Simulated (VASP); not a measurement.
# SrO (Fm-3m) in VASP: single point with PBE

Aim: the single point of SrO with PBE.

Everything below comes from runs of VASP 6.6.1. Logs are shortened: lines on timing, memory, paths and dates and some standing lists are left out, and cuts for length are marked.

## Step 1: The cell of the first run

Symmetry: Fm-3m, No. 225, cubic system. The conventional cell has a = 5.072 Å, b = 5.072 Å, c = 5.072 Å, α = 90.00°, β = 90.00°, γ = 90.00°. Within 3.3 Å of Sr (site symmetry m-3m) lie 6 O at 2.54 Å. Within 3.3 Å of O (site symmetry m-3m) lie 6 Sr at 2.54 Å.

## Step 2: Single point, PBE (16.31 Å³/atom)

Contents of INCAR:

```
SYSTEM = SrO
PREC     = Accurate       ! precision mode
ENCUT    = 600            ! plane-wave cutoff, eV
EDIFF    = 1E-6           ! SCF threshold, eV
ISMEAR   = 0              ! smearing method
SIGMA    = 0.01           ! smearing width, eV
LREAL    = .FALSE.        ! projectors in reciprocal space
LASPH    = .TRUE.         ! aspherical terms in the spheres
NELM     = 120            ! most SCF steps
ALGO     = Normal         ! electronic algorithm
ISIF     = 2              ! what is computed and relaxed
LWAVE    = .FALSE.        ! write WAVECAR
LCHARG   = .FALSE.        ! write CHGCAR
GGA      = PE             ! functional
NBANDS   = 15             ! bands
GGA_COMPAT= .FALSE.
```

Contents of KPOINTS:

```
Automatic mesh
0
G
  6 6 6
  0 0 0
```

Contents of POSCAR:

```
SrO
1.0
    0.0000000000      2.5361572723      2.5361572723
    2.5361572723      0.0000000000      2.5361572723
    2.5361572723      2.5361572723      0.0000000000
Sr O
1 1
Direct
    0.5000000000      0.5000000000      0.5000000000
    0.0000000000      0.0000000000      0.0000000000
```

Potentials or basis: VASP PAW PBE potentials, release 64 (Sr_sv, O).

On the command line:

```console
$ cat potpaw_PBE.64/Sr_sv/POTCAR potpaw_PBE.64/O/POTCAR > POTCAR
$ mpirun -np 1 vasp_std > vasp.out
```

OUTCAR:

```text
SYSTEM = SrO
   PREC = Accurate
   ENCUT = 600
   EDIFF = 1E-6
   ISMEAR = 0
   LREAL = .FALSE.
   LASPH = .TRUE.
   NELM = 120
   ISIF = 2
   GGA = PE

 ion  position               nearest neighbor table
   1  0.500  0.500  0.500-   2 2.54   2 2.54   2 2.54   2 2.54   2 2.54   2 2.54
   2  0.000  0.000  0.000-   1 2.54   1 2.54   1 2.54   1 2.54   1 2.54   1 2.54

  LATTYP: Found a face centered cubic cell.
 ALAT       =     5.0723145446

  Lattice vectors:

 A1 = (   0.0000000000,   2.5361572723,   2.5361572723)
 A2 = (   2.5361572723,   0.0000000000,   2.5361572723)
 A3 = (   2.5361572723,   2.5361572723,   0.0000000000)

Analysis of symmetry for initial positions (statically):
=====================================================================
 Subroutine PRICEL returns:
 Original cell was already a primitive cell.

 Routine SETGRP: Setting up the symmetry group for a
 face centered cubic supercell.

 Subroutine GETGRP returns: Found 48 space group operations
 (whereof 48 operations were pure point group operations)
 out of a pool of 48 trial point group operations.

The static configuration has the point symmetry O_h .

Analysis of symmetry for dynamics (positions and initial velocities):
=====================================================================
 Subroutine PRICEL returns:
 Original cell was already a primitive cell.

 Routine SETGRP: Setting up the symmetry group for a
 face centered cubic supercell.

 Subroutine GETGRP returns: Found 48 space group operations
 (whereof 48 operations were pure point group operations)
 out of a pool of 48 trial point group operations.

The dynamic configuration has the point symmetry O_h .

 Subroutine INISYM returns: Found 48 space group operations
 (whereof 48 operations are pure point group operations),
 and found     1 'primitive' translations

----------------------------------------------------------------------------------------

                                     Primitive cell

  volume of cell :      32.6256

  direct lattice vectors                    reciprocal lattice vectors
     0.000000000  2.536157272  2.536157272    -0.197148657  0.197148657  0.197148657
     2.536157272  0.000000000  2.536157272     0.197148657 -0.197148657  0.197148657
     2.536157272  2.536157272  0.000000000     0.197148657  0.197148657 -0.197148657

  length of vectors
     3.586668011  3.586668011  3.586668011     0.341471490  0.341471490  0.341471490

  position of ions in fractional coordinates (direct lattice)
     0.500000000  0.500000000  0.500000000
     0.000000000  0.000000000  0.000000000

  ion indices of the primitive-cell ions
[... 79 lines left out ...]
   EMIN   =  10.00;   EMAX   =-10.00  energy-range for DOS
   EFERMI =   0.00;   METHOD = LEGACY
   ISMEAR =     0;   SIGMA  =   0.01  broadening in eV -4-tet -1-fermi 0-gaus
   EFERMI_NEDOS =   21; number of points for ismear=-14 and -15
   IALGO  =     38    algorithm
   IMIX   =      4    mixing-type and parameters
     AMIX     =   0.40;   BMIX     =  1.00
     AMIX_MAG =   1.60;   BMIX_MAG =  1.00
  volume/ion in A,a.u.               =      16.31       110.08
  Fermi-wavevector in a.u.,A,eV,Ry     =   1.291007  2.439650 22.676823  1.666699
  Thomas-Fermi vector in A             =   2.422804
   LORBIT       =      0    0 simple, 1 ext, 2 COOP (PROOUT), +10 PAW based schemes
   GGA     = PE    functional components
   LHFCALC =     F    Hartree Fock is set to
   AEXX    =    0.0000 exact exchange contribution
   IVDW    =     0    specifies the selected vdW correction
   LEPSILON=     F    determine dielectric tensor
   LRPA    =     F    only Hartree local field effects (RPA)
 non-spin polarized calculation
 Gauss-broadening in eV      SIGMA  =   0.01
  energy-cutoff  :      600.00
  volume of cell :       32.63
 maximum number of plane-waves:      1113
 NGX is ok and might be reduce to    30
   NGX = 15   NGY = 15   NGZ = 15

 number of electron      15.9999999 magnetization

 Free energy of the ion-electron system (eV)
  ---------------------------------------------------
  ext. energy  EPLUGINS =         0.00000000
  ---------------------------------------------------
  free energy    TOTEN  =       -11.99514870 eV

  energy without entropy =      -11.99514870  energy(sigma->0) =      -11.99514870

 E-fermi :   2.0348     XC(G=0): -10.2213

 val. band max:        1.8612053818   @ k =   0.0000   0.0000   0.0000
 cond. band min:       5.0987330071   @ k =   0.5000   0.5000   0.0000
 fundamental gap:      3.2375276253
 Fermi energy:         2.0348105564

 k-point     1 :       0.0000    0.0000    0.0000
  band No.  band energies     occupation
      1     -30.3890      2.00000
      2     -13.2809      2.00000
      3     -11.9804      2.00000
      4     -11.9804      2.00000
      5     -11.9804      2.00000
      6       1.8612      2.00000
      7       1.8612      2.00000
      8       1.8612      2.00000
      9       6.1459      0.00000
     10       8.1603      0.00000
     11       8.1603      0.00000
     12       8.1603      0.00000
     13      10.4214      0.00000
     14      10.4214      0.00000
[... 257 lines left out ...]
      2     -13.8649      2.00000
      3     -12.9101      2.00000
      4     -12.5742      2.00000
      5     -11.5993      2.00000
      6       0.9369      2.00000
      7       1.4585      2.00000
      8       1.5539      2.00000
      9       6.5521      0.00000
     10       9.6387      0.00000
     11      10.6376      0.00000
     12      13.2036      0.00000
     13      13.3018      0.00000
     14      15.3586      0.00000
     15      15.8205      0.00000

------------------------ aborting loop because EDIFF is reached ----------------------------------------

  FORCE on cell =-STRESS in cart. coord.  units (eV):
  Direction    XX          YY          ZZ          XY          YZ          ZX
  --------------------------------------------------------------------------------------
  -------------------------------------------------------------------------------------
  Total        1.5745295      1.5745295      1.5745295     -0.0000000      0.0000000     -0.0000000
  in kB       77.3219591     77.3219591     77.3219591     -0.0000000      0.0000000     -0.0000000
  external PRESSURE =      77.3219591 kB  Pullay stress =       0.0000000 kB

 VOLUME and BASIS-vectors are now :
 -----------------------------------------------------------------------------
  energy-cutoff  :      600.00
  volume of cell :       32.63
      direct lattice vectors                 reciprocal lattice vectors
     0.000000000  2.536157272  2.536157272    -0.197148657  0.197148657  0.197148657
     2.536157272  0.000000000  2.536157272     0.197148657 -0.197148657  0.197148657
     2.536157272  2.536157272  0.000000000     0.197148657  0.197148657 -0.197148657

 POSITION                                       TOTAL-FORCE (eV/Angst)
 -----------------------------------------------------------------------------------
      2.53616      2.53616      2.53616         0.000000      0.000000     -0.000000
      0.00000      0.00000      0.00000        -0.000000     -0.000000      0.000000
 -----------------------------------------------------------------------------------
    total drift:                               -0.000000      0.000000      0.000000

  FREE ENERGIE OF THE ION-ELECTRON SYSTEM (eV)
  ---------------------------------------------------
  free  energy   TOTEN  =       -11.9951487039 eV

  energy  without entropy=      -11.9951487039  energy(sigma->0) =      -11.99514870
```

stdout:

```text
POSCAR found type information on POSCAR SrO
 POSCAR found :  2 types and       2 ions
 scaLAPACK will be used
 LDA part: xc-table for (Slater+PW92), standard interpolation
 POSCAR, INCAR and KPOINTS ok, starting setup
 FFT: planning ... GRIDC
 FFT: planning ... GRID_SOFT
 FFT: planning ... GRID
 WAVECAR not read
 entering main loop
```

Run time: 20 s. Hardware: 1 thread of AMD EPYC 7R43 (Zen 3), shared host; peak memory 0.14 GiB.

What came out:

* Free energy: -11.9951 eV
* Pressure: 7.7 GPa
* Band gap on the k mesh: 3.24 eV (least direct gap 3.30 eV)

Caveat: the cell stands under pressure. A k mesh can miss the band edges.
